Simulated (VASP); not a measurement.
Here is a VASP 6.6.1 calculation.

The input INCAR:

```
PREC = Accurate ; ENCUT = 520
EDIFF = 1E-6 ; ISMEAR = -1
SIGMA = 0.05 ; LREAL = False
LASPH = True ; NELM = 60
ALGO = Normal ; ISIF = 2
LWAVE = False ; LCHARG = False
GGA = PE ; NBANDS = 11
```

Contents of KPOINTS:

```
regular mesh
0
Gamma
  6 6 7
```

The input POSCAR:

```
Mg2C
1.0
    4.4821611300      0.0000000000      0.0000000000
   -2.2410805700      3.8816654100      0.0000000000
    0.0000000000      0.0000000000      3.1345105800
Mg C
2 1
Direct
    0.3333333300      0.6666666700      0.9482956500
    0.6666666700      0.3333333300      0.0517043500
    0.0000000000      0.0000000000      0.5000000000
```

Potentials or basis: VASP PAW PBE potentials, release 64 (Mg, C).

The run is started by

```bash
$ cat potpaw_PBE.64/Mg/POTCAR potpaw_PBE.64/C/POTCAR > POTCAR
$ mpirun -np 1 vasp_std > vasp.out
```

Question: Predict the pressure.

Answer: -5.7 GPa.

Question: Predict the largest force.

Answer: 0.785 eV/Å.

Forces in eV/Å, atoms in the order of the input:
```
Mg   0.000  0.000 -0.785
Mg   0.000  0.000  0.785
C    0.000  0.000  0.000
```
